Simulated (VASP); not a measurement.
# Al8H in VASP: further runs

The runs below take Al8H through single point, with PBE.

Program: VASP 6.6.1. These are calculated values, not measurements. Logs are shortened: lines on timing, memory, paths and dates and some standing lists are left out, and cuts for length are marked.

## (1) The cell of the first run

The cell holds a slab with vacuum, 18 atoms: a = 5.714 Å, b = 8.080 Å, c = 22.243 Å, α = 90.00°, β = 90.00°, γ = 90.00°.

## (2) Single point, PBE

INCAR reads:

```
SYSTEM = Al8H
ALGO = Normal ; DIPOL = 0.5 0.5 0.302
EDIFF = 1E-6 ; ENCUT = 520
GGA = PE ; IDIPOL = 3
ISIF = 2 ; ISMEAR = 0
LASPH = .TRUE. ; LCHARG = .FALSE.
LDIPOL = .TRUE. ; LREAL = Auto
LWAVE = .FALSE. ; NBANDS = 40
NELM = 80 ; PREC = Accurate
SIGMA = 0.1
```

KPOINTS reads:

```
k-points
0
G
  5 4 1
  0 0 0
```

POSCAR reads:

```
Al8H
1.0
    5.7135165837      0.0000000000      0.0000000000
    0.0000000000      8.0801326415      0.0000000000
    0.0000000000      0.0000000000     22.2432786975
Al H
16 2
Direct
    0.2500000000      0.2500000000      0.1798296040
    0.2500000000      0.7500000000      0.1798296040
    0.7500000000      0.2500000000      0.1798296040
    0.7500000000      0.7500000000      0.1798296040
    0.0000000000      0.0000000000      0.2440458181
    0.0000000000      0.5000000000      0.2440458181
    0.5000000000      0.0000000000      0.2440458181
    0.5000000000      0.5000000000      0.2440458181
    0.2500000000      0.2500000000      0.3102598702
    0.2500000000      0.7500000000      0.3102598702
    0.7500000000      0.2500000000      0.3102598702
    0.7500000000      0.7500000000      0.3102598702
    0.0000000000      0.0000000000      0.3705963860
    0.0000000000      0.5000000000      0.3705963860
    0.5000000000      0.0000000000      0.3705963860
    0.5000000000      0.5000000000      0.3705963860
    0.2500000000      0.1931321217      0.5054685890
    0.2500000000      0.3068678783      0.5054685890
```

Potentials or basis: VASP PAW PBE potentials, release 64 (Al, H).

On the command line:

```sh
cat potpaw_PBE.64/Al/POTCAR potpaw_PBE.64/H/POTCAR > POTCAR
mpirun -np 1 vasp_std > vasp.out
```

OUTCAR:

```text
SYSTEM = Al8H
   EDIFF = 1E-6
   ENCUT = 520
   GGA = PE
   ISIF = 2
   ISMEAR = 0
   LASPH = .TRUE.
   LREAL = Auto
   NELM = 80
   PREC = Accurate

 ion  position               nearest neighbor table
   1  0.250  0.250  0.180-   3 2.86   3 2.86   6 2.86   7 2.86   8 2.86   5 2.86   9 2.90
   2  0.250  0.750  0.180-   4 2.86   4 2.86   6 2.86   7 2.86   8 2.86   5 2.86  10 2.90
   3  0.750  0.250  0.180-   1 2.86   1 2.86   6 2.86   7 2.86   8 2.86   5 2.86  11 2.90
   4  0.750  0.750  0.180-   2 2.86   2 2.86   6 2.86   7 2.86   8 2.86   5 2.86  12 2.90
   5  0.000  0.000  0.244-  13 2.81   7 2.86   7 2.86   4 2.86   1 2.86   2 2.86   3 2.86  11 2.88
                            12 2.88   9 2.88  10 2.88
   6  0.000  0.500  0.244-  14 2.81   8 2.86   8 2.86   4 2.86   1 2.86   2 2.86   3 2.86  11 2.88
                            12 2.88   9 2.88  10 2.88
   7  0.500  0.000  0.244-  15 2.81   5 2.86   5 2.86   4 2.86   1 2.86   2 2.86   3 2.86  11 2.88
                            12 2.88   9 2.88  10 2.88
   8  0.500  0.500  0.244-  16 2.81   6 2.86   6 2.86   4 2.86   1 2.86   2 2.86   3 2.86  11 2.88
                            12 2.88   9 2.88  10 2.88
   9  0.250  0.250  0.310-  13 2.81  14 2.81  15 2.81  16 2.81  11 2.86  11 2.86   7 2.88   8 2.88
                             5 2.88   6 2.88   1 2.90
  10  0.250  0.750  0.310-  13 2.81  14 2.81  15 2.81  16 2.81  12 2.86  12 2.86   7 2.88   8 2.88
                             5 2.88   6 2.88   2 2.90
  11  0.750  0.250  0.310-  13 2.81  14 2.81  15 2.81  16 2.81   9 2.86   9 2.86   7 2.88   8 2.88
                             5 2.88   6 2.88   3 2.90
  12  0.750  0.750  0.310-  13 2.81  14 2.81  15 2.81  16 2.81  10 2.86  10 2.86   7 2.88   8 2.88
                             5 2.88   6 2.88   4 2.90
  13  0.000  0.000  0.371-   9 2.81  10 2.81  11 2.81  12 2.81   5 2.81  15 2.86  15 2.86
  14  0.000  0.500  0.371-   9 2.81  10 2.81  11 2.81  12 2.81   6 2.81  16 2.86  16 2.86
  15  0.500  0.000  0.371-   9 2.81  10 2.81  11 2.81  12 2.81   7 2.81  13 2.86  13 2.86
  16  0.500  0.500  0.371-   9 2.81  10 2.81  11 2.81  12 2.81   8 2.81  14 2.86  14 2.86
  17  0.250  0.193  0.505-
  18  0.250  0.307  0.505-

  LATTYP: Found a simple orthorhombic cell.
 ALAT       =     5.7135165837
 B/A-ratio  =     1.4142135624
 C/A-ratio  =     3.8930977747

  Lattice vectors:

 A1 = (   5.7135165837,   0.0000000000,   0.0000000000)
 A2 = (   0.0000000000,   8.0801326415,   0.0000000000)
 A3 = (   0.0000000000,   0.0000000000,  22.2432786975)

Analysis of symmetry for initial positions (statically):
=====================================================================
 Subroutine PRICEL returns:
 Original cell was already a primitive cell.

 Routine SETGRP: Setting up the symmetry group for a
 simple orthorhombic supercell.

 Subroutine GETGRP returns: Found  4 space group operations
 (whereof  1 operations were pure point group operations)
 out of a pool of  8 trial point group operations.

The static configuration has the point symmetry C_1 .
 The point group associated with its full space group is C_2v.

Analysis of symmetry for dynamics (positions and initial velocities):
=====================================================================
 Subroutine PRICEL returns:
 Original cell was already a primitive cell.

 Routine SETGRP: Setting up the symmetry group for a
 simple orthorhombic supercell.

 Subroutine GETGRP returns: Found  4 space group operations
 (whereof  1 operations were pure point group operations)
 out of a pool of  8 trial point group operations.

The dynamic configuration has the point symmetry C_1 .
 The point group associated with its full space group is C_2v.

 Subroutine INISYM returns: Found  4 space group operations
 (whereof  1 operations are pure point group operations),
 and found     1 'primitive' translations

----------------------------------------------------------------------------------------

                                     Primitive cell

  volume of cell :    1026.8826

  direct lattice vectors                    reciprocal lattice vectors
     5.713516584  0.000000000  0.000000000     0.175023558  0.000000000  0.000000000
     0.000000000  8.080132642  0.000000000     0.000000000  0.123760345  0.000000000
     0.000000000  0.000000000 22.243278697     0.000000000  0.000000000  0.044957401

  length of vectors
     5.713516584  8.080132642 22.243278697     0.175023558  0.123760345  0.044957401

  position of ions in fractional coordinates (direct lattice)
     0.250000000  0.250000000  0.179829604
     0.250000000  0.750000000  0.179829604
     0.750000000  0.250000000  0.179829604
     0.750000000  0.750000000  0.179829604
     0.000000000  0.000000000  0.244045818
     0.000000000  0.500000000  0.244045818
[... 10 lines left out ...]
     0.250000000  0.193132122  0.505468589
     0.250000000  0.306867878  0.505468589

  ion indices of the primitive-cell ions
   primitive index   ion index
                 1           1
                 2           2
                 3           3
                 4           4
                 5           5
                 6           6
[... 10 lines left out ...]
                17          17
                18          18

----------------------------------------------------------------------------------------

 KPOINTS: k-points

Automatic generation of k-mesh.
 Grid dimensions read from file:
 generate k-points for:    5    4    1

 Generating k-lattice:

  Cartesian coordinates                     Fractional coordinates (reciprocal lattice)
     0.035004712  0.000000000  0.000000000     0.200000000  0.000000000  0.000000000
     0.000000000  0.030940086  0.000000000     0.000000000  0.250000000  0.000000000
     0.000000000  0.000000000  0.044957401     0.000000000  0.000000000  1.000000000

  Length of vectors
     0.035004712  0.030940086  0.044957401

  Shift w.r.t. Gamma in fractional coordinates (k-lattice)
     0.000000000  0.000000000  0.000000000

 Subroutine IBZKPT returns following result:
 ===========================================

 Found      9 irreducible k-points:

 Following reciprocal coordinates:
            Coordinates               Weight
  0.000000  0.000000  0.000000      1.000000
  0.200000  0.000000  0.000000      2.000000
  0.400000  0.000000  0.000000      2.000000
  0.000000  0.250000  0.000000      2.000000
  0.200000  0.250000  0.000000      4.000000
  0.400000  0.250000  0.000000      4.000000
  0.000000  0.500000  0.000000      1.000000
  0.200000  0.500000  0.000000      2.000000
  0.400000  0.500000  0.000000      2.000000
   k-points           NKPTS =      9   k-points in BZ     NKDIM =      9   number of bands    NBANDS=     40
   number of dos      NEDOS =    301   number of ions     NIONS =     18
   total plane-waves  NPLWV = 423360
   dimension x,y,z NGX =    42 NGY =   60 NGZ =  168
   dimension x,y,z NGXF=    84 NGYF=  120 NGZF=  336
   ions per type =              16   2
   NGX,Y,Z   is equivalent  to a cutoff of  12.22, 12.34, 12.56 a.u.
   NGXF,Y,Z  is equivalent  to a cutoff of  24.44, 24.69, 25.11 a.u.
 SYSTEM =  Al8H
   PREC   = accura    normal or accurate (medium, high low for compatibility)
   ISTART =      0    job   : 0-new  1-cont  2-samecut
   ICHARG =      2    charge: 1-file 2-atom 10-const
   ISPIN  =      1    spin polarized calculation?
   LNONCOLLINEAR =      F non collinear calculations
   LSORBIT =      F    spin-orbit coupling
   LASPH  =      T    aspherical Exc in radial PAW
   ENCUT  =  520.0 eV  38.22 Ry    6.18 a.u.  10.62 15.02 41.36*2*pi/ulx,y,z
   NELM   =     80;   NELMIN=  2; NELMDL= -5     # of ELM steps
   EDIFF  = 0.1E-05   stopping-criterion for ELM
   LREAL  =      T    real-space projection
   EDIFFG = 0.1E-04   stopping-criterion for IOM
   NSW    =      0    number of steps for IOM
   IBRION =     -1    ionic relax: 0-MD 1-quasi-New 2-CG
   NFREE  =      0    steps in history (QN), initial steepest desc. (CG)
   ISIF   =      2    stress and relaxation
   ISYM   =      2    0-nonsym 1-usesym 2-fastsym
   POTIM  = 0.5000    time-step for ionic-motion
   TEBEG  =    0.0;   TEEND  =   0.0 temperature during run
   PSTRESS=    0.0 pullay stress
   NELECT =      50.0000    total number of electrons
   NUPDOWN=      -1.0000    fix difference up-down
   EMIN   =  10.00;   EMAX   =-10.00  energy-range for DOS
   EFERMI =   0.00;   METHOD = LEGACY
   ISMEAR =     0;   SIGMA  =   0.10  broadening in eV -4-tet -1-fermi 0-gaus
   EFERMI_NEDOS =   21; number of points for ismear=-14 and -15
   IALGO  =     38    algorithm
   IMIX   =      4    mixing-type and parameters
     AMIX     =   0.40;   BMIX     =  1.00
     AMIX_MAG =   1.60;   BMIX_MAG =  1.00
  volume/ion in A,a.u.               =      57.05       384.99
  Fermi-wavevector in a.u.,A,eV,Ry     =   0.597803  1.129683  4.862288  0.357368
  Thomas-Fermi vector in A             =   1.648667
   LORBIT       =      0    0 simple, 1 ext, 2 COOP (PROOUT), +10 PAW based schemes
   GGA     = PE    functional components
   LHFCALC =     F    Hartree Fock is set to
   AEXX    =    0.0000 exact exchange contribution
   IVDW    =     0    specifies the selected vdW correction
   LEPSILON=     F    determine dielectric tensor
   LRPA    =     F    only Hartree local field effects (RPA)
 non-spin polarized calculation
 Gauss-broadening in eV      SIGMA  =   0.10
  energy-cutoff  :      520.00
  volume of cell :     1026.88
 maximum number of plane-waves:     27706
   NGX = 21   NGY = 31   NGZ = 83

 dipolmoment           0.000000      0.000000     -0.002555 electrons x Angstroem

 number of electron      49.9999997 magnetization

 dipolmoment           0.000000      0.000000      0.001748 electrons x Angstroem

 Free energy of the ion-electron system (eV)
  ---------------------------------------------------
  ext. energy  EPLUGINS =         0.00000000
  ---------------------------------------------------
  free energy    TOTEN  =       -61.11690740 eV

  energy without entropy =      -61.08014424  energy(sigma->0) =      -61.09852582

 E-fermi :  -0.8699     XC(G=0):  -3.7016

 val. band max:       -0.8968386559   @ k =   0.0000   0.2500   0.0000
 cond. band min:      -0.8233051113   @ k =   0.2000   0.2500   0.0000
 fundamental gap:      0.0735335446
 Fermi energy:        -0.8698657090

 k-point     1 :       0.0000    0.0000    0.0000
  band No.  band energies     occupation
      1     -11.1115      2.00000
      2      -8.9352      2.00000
      3      -8.8549      2.00000
      4      -8.6772      2.00000
      5      -6.6990      2.00000
      6      -6.6593      2.00000
[... 29 lines left out ...]
     36       1.2002      0.00000
     37       1.2147      0.00000

 k-point     2 :       0.2000    0.0000    0.0000
  band No.  band energies     occupation
      1     -10.9309      2.00000
      2      -8.7575      2.00000
      3      -8.6772      2.00000
      4      -8.4984      2.00000
      5      -8.2519      2.00000
      6      -6.5348      2.00000
[... 29 lines left out ...]
     36       1.4722      0.00000
     37       1.6088      0.00000
[... 238 lines left out ...]
     36       1.3074      0.00000
     37       1.3953      0.00000

 k-point     9 :       0.4000    0.5000    0.0000
  band No.  band energies     occupation
      1      -9.8337      2.00000
      2      -9.8328      2.00000
      3      -8.9417      2.00000
      4      -8.9407      2.00000
      5      -7.4465      2.00000
      6      -7.4371      2.00000
[... 29 lines left out ...]
     36       1.7545      0.00000
     37       1.8078      0.00000
 [bands above 37 left out]

------------------------ aborting loop because EDIFF is reached ----------------------------------------

 vacuum level on the upper side and lower side of the slab       (xc-potential included)        -0.013        -0.018

  FORCE on cell =-STRESS in cart. coord.  units (eV):
  Direction    XX          YY          ZZ          XY          YZ          ZX
  --------------------------------------------------------------------------------------
  -------------------------------------------------------------------------------------
  Total      -11.9079595     -6.9393084     -1.1557791      0.0000000      0.0000000      0.0000000
  in kB      -18.5792058    -10.8269463     -1.8032861      0.0000000      0.0000000      0.0000000
  external PRESSURE =     -10.4031461 kB  Pullay stress =       0.0000000 kB

 VOLUME and BASIS-vectors are now :
 -----------------------------------------------------------------------------
  energy-cutoff  :      520.00
  volume of cell :     1026.88
      direct lattice vectors                 reciprocal lattice vectors
     5.713516584  0.000000000  0.000000000     0.175023558  0.000000000  0.000000000
     0.000000000  8.080132642  0.000000000     0.000000000  0.123760345  0.000000000
     0.000000000  0.000000000 22.243278697     0.000000000  0.000000000  0.044957401

 POSITION                                       TOTAL-FORCE (eV/Angst)
 -----------------------------------------------------------------------------------
      1.42838      2.02003      4.00000         0.000000      0.000000      0.215398
      1.42838      6.06010      4.00000         0.000000      0.000000      0.214035
      4.28514      2.02003      4.00000         0.000000      0.000000      0.203713
      4.28514      6.06010      4.00000         0.000000      0.000000      0.212978
      0.00000      0.00000      5.42838        -0.001015     -0.001936     -0.206266
      0.00000      4.04007      5.42838        -0.001015      0.001936     -0.206266
[... 10 lines left out ...]
      1.42838      1.56053     11.24328         0.000000      3.474213      0.012093
      1.42838      2.47953     11.24328         0.000000     -3.474213      0.012093
 -----------------------------------------------------------------------------------
    total drift:                               -0.000000     -0.000000     -0.013983

  FREE ENERGIE OF THE ION-ELECTRON SYSTEM (eV)
  ---------------------------------------------------
  free  energy   TOTEN  =       -61.1169074009 eV

  energy  without entropy=      -61.0801442399  energy(sigma->0) =      -61.09852582

 vacuum level on the upper side and lower side of the slab         3.204         3.198
```

Wall time 6.3 min (1 thread of Intel Xeon 6975P-C (Granite Rapids), shared host); peak memory 0.9 GiB.

Results:

```
Free energy            : -61.1169 eV
Largest force          : 3.474 eV/Å
Band gap on the k mesh : zero (band 25 reaches -0.54 eV, above the bottom of band 26 at -1.02 eV)
```

Forces in eV/Å, atoms in the order of the input:
```
Al   0.000  0.000  0.215
Al   0.000  0.000  0.214
Al   0.000  0.000  0.204
Al   0.000  0.000  0.213
Al  -0.001 -0.002 -0.206
Al  -0.001  0.002 -0.206
Al   0.001 -0.002 -0.206
Al   0.001  0.002 -0.206
Al   0.000  0.000 -0.013
Al   0.000  0.000 -0.017
Al   0.000  0.000 -0.018
Al   0.000  0.000 -0.014
Al  -0.005 -0.007  0.004
Al  -0.005  0.007  0.004
Al   0.005 -0.007  0.004
Al   0.005  0.007  0.004
H    0.000  3.474  0.012
H    0.000 -3.474  0.012
```

Levels at points of the mesh, in eV from the Fermi level:
| k point | band 22 | band 23 | band 24 | band 25 | band 26 | band 27 | band 28 | band 29 |
| --- | --- | --- | --- | --- | --- | --- | --- | --- |
| (0.00, 0.00, 0.00) | -1.43 | -0.83 | -0.76 | -0.55 | -0.15 | -0.14 | 0.21 | 1.20 |
| (0.00, 0.50, 0.00) | -0.95 | -0.95 | -0.88 | -0.88 | 0.23 | 0.23 | 0.25 | 0.25 |

## (3) Single point, PBE

INCAR reads:

```
SYSTEM = Al8H
ALGO = Normal
DIPOL = 0.5 0.5 0.289
EDIFF = 1E-7
ENCUT = 520
GGA = PE
IDIPOL = 3
ISIF = 2
ISMEAR = 0
LASPH = .True.
LCHARG = .True.
LDIPOL = .True.
LELF = .True.
LREAL = Auto
LVACPOTAV = .True.
LVHAR = .True.
LWAVE = .False.
NBANDS = 40
NELM = 80
PREC = Accurate
SIGMA = 0.1
```

KPOINTS reads:

```
k-points
0
Gamma
  5 4 1
  0 0 0
```

Edit POSCAR of step 2 so:

```diff
@@ -24,3 +24,3 @@
     0.5000000000      0.5000000000      0.3705963860
-    0.2500000000      0.1931321217      0.5054685890
-    0.2500000000      0.3068678783      0.5054685890
+    0.2500000000      0.1769195165      0.3908272164
+    0.2500000000      0.3230804835      0.3908272164
```

Potentials or basis: VASP PAW PBE potentials, release 64 (Al, H).

On the command line:

```sh
cat potpaw_PBE.64/Al/POTCAR potpaw_PBE.64/H/POTCAR > POTCAR
mpirun -np 1 vasp_std > vasp.out
```

Run time: 7 min. Hardware: 1 thread of Intel Xeon 6975P-C (Granite Rapids), shared host; peak memory 0.9 GiB.

It converged, with:

```yaml
Free_energy: -60.1787 eV
Largest_force: 0.565 eV/Å
Band_gap_on_the_k_mesh: zero (band 25 reaches -0.57 eV, above the bottom of band 26 at -1.10 eV)
```

Forces in eV/Å, atoms in the order of the input:
```
Al   0.000  0.000  0.198
Al   0.000  0.000  0.245
Al   0.000  0.000  0.247
Al   0.000  0.000  0.303
Al  -0.045  0.031 -0.228
Al  -0.045 -0.031 -0.228
Al   0.045  0.031 -0.228
Al   0.045 -0.031 -0.228
Al   0.000  0.000 -0.565
Al   0.000  0.000  0.321
Al   0.000  0.000  0.007
Al   0.000  0.000 -0.140
Al  -0.140 -0.206 -0.003
Al  -0.140  0.206 -0.003
Al   0.140 -0.206 -0.003
Al   0.140  0.206 -0.003
H    0.000 -0.324  0.155
H    0.000  0.324  0.155
```

Levels at points of the mesh, in eV from the Fermi level:
| k point | band 23 | band 24 | band 25 | band 26 | band 27 | band 28 | band 29 | band 30 |
| --- | --- | --- | --- | --- | --- | --- | --- | --- |
| (0.00, 0.00, 0.00) | -0.77 | -0.58 | -0.32 | -0.25 | -0.15 | 0.51 | 1.18 | 1.20 |
| (0.00, 0.50, 0.00) | -0.95 | -0.92 | -0.40 | -0.15 | 0.10 | 0.21 | 0.38 | 0.81 |
